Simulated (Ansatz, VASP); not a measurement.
## One calculation of Ir, two programs

Contents of INCAR:

```
  ALGO = Normal
  EDIFF = 1E-6
  ENCUT = 520
  GGA = PE
  ISIF = 2
  ISMEAR = -1
  LASPH = T
  LCHARG = F
  LREAL = F
  LWAVE = F
  NBANDS = 10
  NELM = 100
  PREC = Accurate
  SIGMA = 0.1
```

KPOINTS

```
k-points
0
Gamma
  14 14 14
```

POSCAR

```
Ir
1.0
    0.0000000000      1.9156000000      1.9156000000
    1.9156000000      0.0000000000      1.9156000000
    1.9156000000      1.9156000000      0.0000000000
Ir
1
Direct
    0.0000000000      0.0000000000      0.0000000000
```

Input for Ansatz:

```yaml
crystal:
  lattice:
    - [0.0, 1.9156, 1.9156]
    - [1.9156, 0.0, 1.9156]
    - [1.9156, 1.9156, 0.0]
  atoms:
    - { symbol: Ir, position: [0.0, 0.0, 0.0] }
basis:
  ecutwfc: 421.77648681281397
kpoints:
  mp_grid:
    grid: [14, 14, 14]
    shift: [0.0, 0.0, 0.0]
scf:
  convergence:
    dr2_threshold: 1.0e-09
  occupations:
    method: fermi_dirac
output:
  write_density: true
  dos:
    de: 0.1
    method:
      smearing:
        sigma: 0.15
    projected: true
  stress: true
  cutoff_correction: 756.0
```

Alike in both runs: task single point; functional PBE; k mesh 14 × 14 × 14; no spin polarisation.

|  | VASP | Ansatz |
| --- | --- | --- |
| version | VASP 6.6.1 | Ansatz 0.2.0 |
| potentials or method | VASP PAW PBE potentials, release 64 (Ir), cutoff 520 eV | plane waves, PAW |
| occupations | fermi-dirac, width 0.1 eV | fermi-dirac |
| valence electrons in the cell | 9 | 17 |

Ansatz gave:

* gap on the k mesh at the Fermi level (eV): none
* pressure (GPa): 12.0

Q: Which values does VASP return?

A: gap on the k mesh at the Fermi level (eV): none; pressure (GPa): 12.6.

A gap of «none» marks a metal or a gap that the smearing closes. VASP's potentials hold 9 valence electrons a cell and Ansatz's 17, so a difference there can come from the potentials and not from the codes. Ansatz's warnings: stress scf threshold loose.

Spin-orbit coupling is off throughout.
